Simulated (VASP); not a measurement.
Write the native input for VASP 6.6.1 that does the following.

```
Task                   : single point
Functional             : PBE
Potentials or basis    : VASP PAW PBE potentials, release 64 (Sm)
Cutoff                 : 520 eV
k mesh                 : 10 × 10 × 5
Occupations            : gaussian, width 0.05 eV
Spin                   : collinear spin, ferromagnetic start
Starting moments       : [5.0, 5.0] μB
Dipole correction      : no
Further INCAR settings : ALGO = Normal; EDIFF = 1e-06; NBANDS = 27
```

The structure of Sm lies in POSCAR:

```
Sm
1.0
    3.6440014800      0.0000000000      0.0000000000
   -1.8220007400      3.1557978600      0.0000000000
    0.0000000000      0.0000000000      5.8760000000
Sm
2
Direct
    0.3333333300      0.6666666700      0.2500000000
    0.6666666700      0.3333333300      0.7500000000
```

This isn't the form of Sm at room conditions, which is rhombohedral.

One way to write it, as run:

INCAR

```
SYSTEM = Sm
PREC     = Accurate       ! precision mode
ENCUT    = 520            ! plane-wave cutoff, eV
EDIFF    = 1E-6           ! SCF threshold, eV
ISMEAR   = 0              ! smearing method
SIGMA    = 0.05           ! smearing width, eV
LREAL    = .False.        ! projectors in reciprocal space
LASPH    = .True.         ! aspherical terms in the spheres
NELM     = 150            ! most SCF steps
ALGO     = Normal         ! electronic algorithm
ISIF     = 2              ! what is computed and relaxed
LWAVE    = .False.        ! write WAVECAR
LCHARG   = .True.         ! write CHGCAR
ISPIN    = 2              ! spin polarisation
MAGMOM   = 5 5            ! initial moments
LORBIT   = 11             ! projections on sites
LMAXMIX  = 6              ! l up to which the mixer works
GGA      = PE             ! functional
LELF     = .True.         ! ELF
LVHAR    = .True.       
NBANDS   = 27             ! bands
```

KPOINTS

```
regular mesh
0
Gamma
  10 10 5
  0 0 0
```

Potentials or basis: VASP PAW PBE potentials, release 64 (Sm).

Command:

```bash
$ cat potpaw_PBE.64/Sm/POTCAR > POTCAR
$ mpirun -np 1 vasp_std > vasp.out
```

It gave:

| Property | Result |
| --- | --- |
| Pressure | 2.7 GPa |
| Net moment | 12.99 μB per cell |
| Site moments | Sm +5.68 μB |
| Valence electrons inside the program's atomic spheres | Sm 13.66 |

Caveat: the magnetic or orbital state may not be the lowest.

Wall time 2.7 min on 1 thread of Intel(R) Xeon(R) 6975P-C (Granite Rapids) (shared host), peak memory 0.3 GiB.
